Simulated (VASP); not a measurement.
# PtWSe4 (Cmmm) in VASP: notebook

Runs on PtWSe4. Level: PBE. Tasks: single point.

Program: VASP 6.6.1. These are calculated values, not measurements. Logs are shortened: lines on timing, memory, paths and dates and some standing lists are left out, and cuts for length are marked.

## 1. The cell of the first run

The structure is orthorhombic, space group Cmmm (No. 65). The conventional cell has a = 5.802 Å, b = 10.057 Å, c = 4.702 Å, α = 90.00°, β = 90.00°, γ = 90.00°. Within 3.8 Å of Pt (site symmetry mmm) lie 8 Se at 2.90 to 2.91 Å and 4 W at 3.73 Å. Within 4.4 Å of W (site symmetry mmm) lie 14 Se at 3.32 to 3.74 Å and 4 Pt at 3.73 Å. Se (site symmetry m2m) has 7 Se at 2.88 to 3.42 Å and 2 Pt at 2.91 Å and 3 W at 3.32 to 3.37 Å within 3.8 Å. Se (site symmetry 2/m) has 6 Se at 2.88 to 2.90 Å and 2 Pt at 2.90 Å and 4 W at 3.74 Å within 3.8 Å.

The cell was generated, and may not be a known phase.

## 2. Single point, PBE

INCAR reads:

```
SYSTEM = PtWSe4
PREC = Accurate ; ENCUT = 520
EDIFF = 1E-6 ; ISMEAR = 0
SIGMA = 0.1 ; LREAL = .False.
LASPH = .True. ; NELM = 60
ALGO = Normal ; ISIF = 2
LWAVE = .False. ; LCHARG = .False.
GGA = PE ; NBANDS = 33
```

KPOINTS reads:

```
regular mesh
0
Gamma
  4 4 4
  0 0 0
```

POSCAR reads:

```
PtWSe4
1.0
    2.9010719900     -5.0284282400      0.0000000000
    2.9010719900      5.0284282400      0.0000000000
    0.0000000000      0.0000000000      4.7019726600
Pt W Se
1 1 4
Direct
    0.0000000000      0.0000000000      0.5000000000
    0.5000000000      0.5000000000      0.0000000000
    0.1700774500      0.8299225500      0.0000000000
    0.8299225500      0.1700774500      0.0000000000
    0.0000000000      0.5000000000      0.5000000000
    0.5000000000      0.0000000000      0.5000000000
```

Potentials or basis: VASP PAW PBE potentials, release 64 (Pt, W_sv, Se).

Launch:

```bash
cat potpaw_PBE.64/Pt/POTCAR potpaw_PBE.64/W_sv/POTCAR potpaw_PBE.64/Se/POTCAR > POTCAR
mpirun -np 1 vasp_std > vasp.out
```

OUTCAR:

```text
SYSTEM = PtWSe4
   PREC = Accurate
   ENCUT = 520
   EDIFF = 1E-6
   ISMEAR = 0
   LREAL = .False.
   LASPH = .True.
   NELM = 60
   ISIF = 2
   GGA = PE

 ion  position               nearest neighbor table
   1  0.000  0.000  0.500-   5 2.90   6 2.90   5 2.90   6 2.90   3 2.91   4 2.91   3 2.91   4 2.91

   2  0.500  0.500  0.000-
   3  0.170  0.830  0.000-   1 2.91   1 2.91
   4  0.830  0.170  0.000-   1 2.91   1 2.91
   5  0.000  0.500  0.500-   1 2.90   1 2.90
   6  0.500  0.000  0.500-   1 2.90   1 2.90

  LATTYP: Found a base centered orthorhombic cell.
 ALAT       =     5.8021439800
 B/A-ratio  =     1.7333000551
 C/A-ratio  =     0.8103853810

  Lattice vectors:

 A1 = (   2.9010719900,  -5.0284282400,   0.0000000000)
 A2 = (   2.9010719900,   5.0284282400,   0.0000000000)
 A3 = (   0.0000000000,   0.0000000000,   4.7019726600)

Analysis of symmetry for initial positions (statically):
=====================================================================
 Subroutine PRICEL returns:
 Original cell was already a primitive cell.

 Routine SETGRP: Setting up the symmetry group for a
 base centered orthorhombic supercell.

 Subroutine GETGRP returns: Found  8 space group operations
 (whereof  8 operations were pure point group operations)
 out of a pool of  8 trial point group operations.

The static configuration has the point symmetry D_2h.

Analysis of symmetry for dynamics (positions and initial velocities):
=====================================================================
 Subroutine PRICEL returns:
 Original cell was already a primitive cell.

 Routine SETGRP: Setting up the symmetry group for a
 base centered orthorhombic supercell.

 Subroutine GETGRP returns: Found  8 space group operations
 (whereof  8 operations were pure point group operations)
 out of a pool of  8 trial point group operations.

The dynamic configuration has the point symmetry D_2h.

 Subroutine INISYM returns: Found  8 space group operations
 (whereof  8 operations are pure point group operations),
 and found     1 'primitive' translations

----------------------------------------------------------------------------------------

                                     Primitive cell

  volume of cell :     137.1832

  direct lattice vectors                    reciprocal lattice vectors
     2.901071990 -5.028428240  0.000000000     0.172350084 -0.099434650  0.000000000
     2.901071990  5.028428240  0.000000000     0.172350084  0.099434650  0.000000000
     0.000000000  0.000000000  4.701972660     0.000000000  0.000000000  0.212676694

  length of vectors
     5.805282875  5.805282875  4.701972660     0.198976885  0.198976885  0.212676694

  position of ions in fractional coordinates (direct lattice)
     0.000000000  0.000000000  0.500000000
     0.500000000  0.500000000  0.000000000
     0.170077450  0.829922550  0.000000000
     0.829922550  0.170077450  0.000000000
     0.000000000  0.500000000  0.500000000
     0.500000000  0.000000000  0.500000000

  ion indices of the primitive-cell ions
   primitive index   ion index
                 1           1
                 2           2
                 3           3
                 4           4
                 5           5
                 6           6

----------------------------------------------------------------------------------------

 KPOINTS: regular mesh

Automatic generation of k-mesh.
 Grid dimensions read from file:
 generate k-points for:    4    4    4

 Generating k-lattice:

  Cartesian coordinates                     Fractional coordinates (reciprocal lattice)
     0.043087521 -0.024858662  0.000000000     0.250000000  0.000000000  0.000000000
     0.043087521  0.024858662  0.000000000     0.000000000  0.250000000  0.000000000
     0.000000000  0.000000000  0.053169173     0.000000000  0.000000000  0.250000000

  Length of vectors
     0.049744221  0.049744221  0.053169173

  Shift w.r.t. Gamma in fractional coordinates (k-lattice)
     0.000000000  0.000000000  0.000000000

 Subroutine IBZKPT returns following result:
 ===========================================

 Found     21 irreducible k-points:

 Following reciprocal coordinates:
            Coordinates               Weight
  0.000000  0.000000  0.000000      1.000000
  0.250000 -0.000000  0.000000      4.000000
  0.500000 -0.000000  0.000000      2.000000
  0.250000  0.250000  0.000000      2.000000
  0.500000  0.250000  0.000000      4.000000
 -0.250000  0.250000  0.000000      2.000000
[... 13 lines left out ...]
 -0.250000  0.250000  0.500000      2.000000
  0.500000  0.500000  0.500000      1.000000
   k-points           NKPTS =     21   k-points in BZ     NKDIM =     21   number of bands    NBANDS=     33
   number of dos      NEDOS =    301   number of ions     NIONS =      6
   total plane-waves  NPLWV =  82944
   dimension x,y,z NGX =    48 NGY =   48 NGZ =   36
   dimension x,y,z NGXF=    96 NGYF=   96 NGZF=   72
   ions per type =               1   1   4
   NGX,Y,Z   is equivalent  to a cutoff of  13.75, 13.75, 12.73 a.u.
   NGXF,Y,Z  is equivalent  to a cutoff of  27.49, 27.49, 25.46 a.u.
 SYSTEM =  PtWSe4
   PREC   = accura    normal or accurate (medium, high low for compatibility)
   ISTART =      0    job   : 0-new  1-cont  2-samecut
   ICHARG =      2    charge: 1-file 2-atom 10-const
   ISPIN  =      1    spin polarized calculation?
   LNONCOLLINEAR =      F non collinear calculations
   LSORBIT =      F    spin-orbit coupling
   LASPH  =      T    aspherical Exc in radial PAW
   ENCUT  =  520.0 eV  38.22 Ry    6.18 a.u.  10.79 10.79  8.74*2*pi/ulx,y,z
   NELM   =     60;   NELMIN=  2; NELMDL= -5     # of ELM steps
   EDIFF  = 0.1E-05   stopping-criterion for ELM
   LREAL  =      F    real-space projection
   EDIFFG = 0.1E-04   stopping-criterion for IOM
   NSW    =      0    number of steps for IOM
   IBRION =     -1    ionic relax: 0-MD 1-quasi-New 2-CG
   NFREE  =      0    steps in history (QN), initial steepest desc. (CG)
   ISIF   =      2    stress and relaxation
   ISYM   =      2    0-nonsym 1-usesym 2-fastsym
   POTIM  = 0.5000    time-step for ionic-motion
   TEBEG  =    0.0;   TEEND  =   0.0 temperature during run
   PSTRESS=    0.0 pullay stress
   NELECT =      48.0000    total number of electrons
   NUPDOWN=      -1.0000    fix difference up-down
   EMIN   =  10.00;   EMAX   =-10.00  energy-range for DOS
   EFERMI =   0.00;   METHOD = LEGACY
   ISMEAR =     0;   SIGMA  =   0.10  broadening in eV -4-tet -1-fermi 0-gaus
   EFERMI_NEDOS =   21; number of points for ismear=-14 and -15
   IALGO  =     38    algorithm
   IMIX   =      4    mixing-type and parameters
     AMIX     =   0.40;   BMIX     =  1.00
     AMIX_MAG =   1.60;   BMIX_MAG =  1.00
  volume/ion in A,a.u.               =      22.86       154.29
  Fermi-wavevector in a.u.,A,eV,Ry     =   1.153599  2.179986 18.106513  1.330791
  Thomas-Fermi vector in A             =   2.290242
   LORBIT       =      0    0 simple, 1 ext, 2 COOP (PROOUT), +10 PAW based schemes
   GGA     = PE    functional components
   LHFCALC =     F    Hartree Fock is set to
   AEXX    =    0.0000 exact exchange contribution
   IVDW    =     0    specifies the selected vdW correction
   LEPSILON=     F    determine dielectric tensor
   LRPA    =     F    only Hartree local field effects (RPA)
 non-spin polarized calculation
 Gauss-broadening in eV      SIGMA  =   0.10
  energy-cutoff  :      520.00
  volume of cell :      137.18
 maximum number of plane-waves:      3762
 NGX is ok and might be reduce to    48
   NGX = 21   NGY = 21   NGZ = 17

 number of electron      48.0000002 magnetization

 Free energy of the ion-electron system (eV)
  ---------------------------------------------------
  ext. energy  EPLUGINS =         0.00000000
  ---------------------------------------------------
  free energy    TOTEN  =       -24.06381324 eV

  energy without entropy =      -23.99644523  energy(sigma->0) =      -24.03012924

 E-fermi :   5.4260     XC(G=0): -10.4289

 val. band max:        5.4251741175   @ k =   0.5000   0.5000   0.2500
 cond. band min:       5.4261550978   @ k =   0.5000  -0.0000   0.2500
 fundamental gap:      0.0009809804
 Fermi energy:         5.4259618937

 k-point     1 :       0.0000    0.0000    0.0000
  band No.  band energies     occupation
      1     -69.5449      2.00000
      2     -33.6846      2.00000
      3     -33.6727      2.00000
      4     -33.5852      2.00000
      5     -10.4144      2.00000
      6      -7.6362      2.00000
[... 25 lines left out ...]
     32       7.6042      0.00000
     33      10.7943      0.00000

 k-point     2 :       0.2500   -0.0000    0.0000
  band No.  band energies     occupation
      1     -69.5449      2.00000
      2     -33.6847      2.00000
      3     -33.6727      2.00000
      4     -33.5852      2.00000
      5     -10.1744      2.00000
      6      -8.5090      2.00000
[... 25 lines left out ...]
     32       8.0574      0.00000
     33       9.9595      0.00000

 k-point     3 :       0.5000   -0.0000    0.0000
  band No.  band energies     occupation
      1     -69.5449      2.00000
      2     -33.6847      2.00000
      3     -33.6727      2.00000
      4     -33.5852      2.00000
      5      -9.5922      2.00000
      6      -9.3876      2.00000
[... 25 lines left out ...]
     32       8.3792      0.00000
     33      10.8852      0.00000

 k-point     4 :       0.2500    0.2500    0.0000
  band No.  band energies     occupation
      1     -69.5449      2.00000
      2     -33.6847      2.00000
      3     -33.6727      2.00000
      4     -33.5852      2.00000
      5      -9.6029      2.00000
      6      -9.3755      2.00000
[... 565 lines left out ...]
     32       8.0396      0.00000
     33       9.1049      0.00000

 k-point    20 :      -0.2500    0.2500    0.5000
  band No.  band energies     occupation
      1     -69.5449      2.00000
      2     -33.6846      2.00000
      3     -33.6726      2.00000
      4     -33.5862      2.00000
      5      -9.1822      2.00000
      6      -8.7115      2.00000
[... 25 lines left out ...]
     32       7.2084      0.00000
     33       9.5245      0.00000

 k-point    21 :       0.5000    0.5000    0.5000
  band No.  band energies     occupation
      1     -69.5449      2.00000
      2     -33.6846      2.00000
      3     -33.6727      2.00000
      4     -33.5862      2.00000
      5      -9.1195      2.00000
      6      -8.5601      2.00000
[... 25 lines left out ...]
     32       8.5807      0.00000
     33      10.7637      0.00000

------------------------ aborting loop because EDIFF is reached ----------------------------------------

  FORCE on cell =-STRESS in cart. coord.  units (eV):
  Direction    XX          YY          ZZ          XY          YZ          ZX
  --------------------------------------------------------------------------------------
  -------------------------------------------------------------------------------------
  Total       -7.8928016    -12.9513374     -2.2063375      0.0000000      0.0000000      0.0000000
  in kB      -92.1808929   -151.2600858    -25.7680572      0.0000000      0.0000000      0.0000000
  external PRESSURE =     -89.7363453 kB  Pullay stress =       0.0000000 kB

 VOLUME and BASIS-vectors are now :
 -----------------------------------------------------------------------------
  energy-cutoff  :      520.00
  volume of cell :      137.18
      direct lattice vectors                 reciprocal lattice vectors
     2.901071990 -5.028428240  0.000000000     0.172350084 -0.099434650  0.000000000
     2.901071990  5.028428240  0.000000000     0.172350084  0.099434650  0.000000000
     0.000000000  0.000000000  4.701972660     0.000000000  0.000000000  0.212676694

 POSITION                                       TOTAL-FORCE (eV/Angst)
 -----------------------------------------------------------------------------------
      0.00000      0.00000      2.35099        -0.000000      0.000000      0.000000
      2.90107      0.00000      0.00000         0.000000      0.000000      0.000000
      2.90107      3.31798      0.00000        -0.000000      0.876132      0.000000
      2.90107     -3.31798      0.00000        -0.000000     -0.876132      0.000000
      1.45054      2.51421      2.35099        -0.000000      0.000000      0.000000
      1.45054     -2.51421      2.35099        -0.000000      0.000000      0.000000
 -----------------------------------------------------------------------------------
    total drift:                                0.000000     -0.000000      0.000000

  FREE ENERGIE OF THE ION-ELECTRON SYSTEM (eV)
  ---------------------------------------------------
  free  energy   TOTEN  =       -24.0638132409 eV

  energy  without entropy=      -23.9964452293  energy(sigma->0) =      -24.03012924
```

Wall time 2.2 min (1 thread of Intel Xeon 8259CL, shared host); peak memory 0.33 GiB.

Results:

| Quantity | Value |
| --- | --- |
| Free energy | -24.0638 eV |
| Pressure | -9.0 GPa |
| Largest force | 0.876 eV/Å |
| Band gap on the k mesh | zero (bands 24 and 25 overlap by 0.38 eV) |

Forces in eV/Å, atoms in the order of the input:
```
Pt   0.000  0.000  0.000
W    0.000  0.000  0.000
Se   0.000  0.876  0.000
Se   0.000 -0.876  0.000
Se   0.000  0.000  0.000
Se   0.000  0.000  0.000
```

Caveat: the stress differs along the axes, from -15 to -3 GPa; spin-orbit coupling is left out, which moves the levels of the heavy elements.

(Continued in part 2 of 2.)
